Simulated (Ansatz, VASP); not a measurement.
## Al4N5 in VASP and in Ansatz

The input INCAR:

```
SYSTEM = Al4N5
ALGO = Normal ; DIPOL = 0.5 0.5 0.348
EDIFF = 1E-6 ; ENCUT = 520
GGA = PE ; IDIPOL = 3
ISIF = 2 ; ISMEAR = 0
ISPIN = 2 ; LASPH = .True.
LCHARG = .False. ; LDIPOL = .True.
LORBIT = 11 ; LREAL = .False.
LWAVE = .False. ; MAGMOM = 0 0 0 0 3 0 0 0 0
NBANDS = 32 ; NELM = 150
PREC = Accurate ; SIGMA = 0.05
```

The input KPOINTS:

```
k-points
0
Gamma
  9 9 1
  0 0 0
```

Contents of POSCAR:

```
Al4N5
1.0
    3.1297683445      0.0000000000      0.0000000000
   -1.5648841723      2.7104588943      0.0000000000
    0.0000000000      0.0000000000     25.0621509606
N Al
5 4
Direct
    0.3333333333      0.6666666667      0.1596032203
    0.6666666667      0.3333333333      0.2597004396
    0.3333333333      0.6666666667      0.3620561642
    0.6666666667      0.3333333333      0.4610505141
    0.3333333333      0.6666666667      0.5638842006
    0.6666666667      0.3333333333      0.1833176549
    0.3333333333      0.6666666667      0.2834148742
    0.6666666667      0.3333333333      0.3814237064
    0.3333333333      0.6666666667      0.4812895341
```

Input for Ansatz:

```yaml
crystal:
  lattice:
    - [3.1297683445, 0.0, 0.0]
    - [-1.5648841723, 2.7104588943, 0.0]
    - [0.0, 0.0, 25.0621509606]
  atoms:
    - { symbol: "N", position: [0.3333333333, 0.6666666667, 0.1596032203] }
    - { symbol: Al, position: [0.6666666667, 0.3333333333, 0.1833176549] }
    - { symbol: "N", position: [0.6666666667, 0.3333333333, 0.2597004396] }
    - { symbol: Al, position: [0.3333333333, 0.6666666667, 0.2834148742] }
    - { symbol: "N", position: [0.3333333333, 0.6666666667, 0.3620561642] }
    - { symbol: Al, position: [0.6666666667, 0.3333333333, 0.3814237064] }
    - { symbol: "N", position: [0.6666666667, 0.3333333333, 0.4610505141] }
    - { symbol: Al, position: [0.3333333333, 0.6666666667, 0.4812895341] }
    - { symbol: "N", position: [0.3333333333, 0.6666666667, 0.5638842006], spin: 3.0 }
basis:
  ecutwfc: 420
kpoints:
  mp_grid: { grid: [9, 9, 1] }
hamiltonian:
  xc: pbe
  pseudopotentials: { kind: paw, azcp: { folder: soft_1 } }
scf:
  occupations: { method: gaussian, width: 0.05 }
output:
  forces: true
  eigenvalues: true
  populations: true
magnetization:
  spin_polarized: true
efield:
  axis: 3
  dipole_correction: true
  ramp_width: 0.04
```

Alike in both runs: task single point; functional PBE; k mesh 9 × 9 × 1; occupations gaussian, width 0.05 eV; collinear spin.

```csv
,VASP,Ansatz
version,VASP 6.6.1,Ansatz 0.2.0
potentials or method,"VASP PAW PBE potentials, release 64 (N, Al), cutoff 520 eV","scalar-relativistic, plane waves, PAW"
valence electrons in the cell,37,37
```

Ansatz gave:

```
gap on the k mesh at the Fermi level (eV)                     : none
rms of the force components (eV/Å)                            : 0.845
net moment per atom (μB)                                      : 0.19
size of the moment on the site where the two differ most (μB) : 0.38
```

Question: What did VASP give for the same quantities?

Answer: gap on the k mesh at the Fermi level (eV): none; rms of the force components (eV/Å): 0.757; net moment per atom (μB): 0.27; size of the moment on the site where the two differ most (μB): 0.03.

Site moments also hang on the region over which each program counts them. A gap of «none» marks a metal or a gap that the smearing closes. Ansatz's warnings: vacuum below fermi.
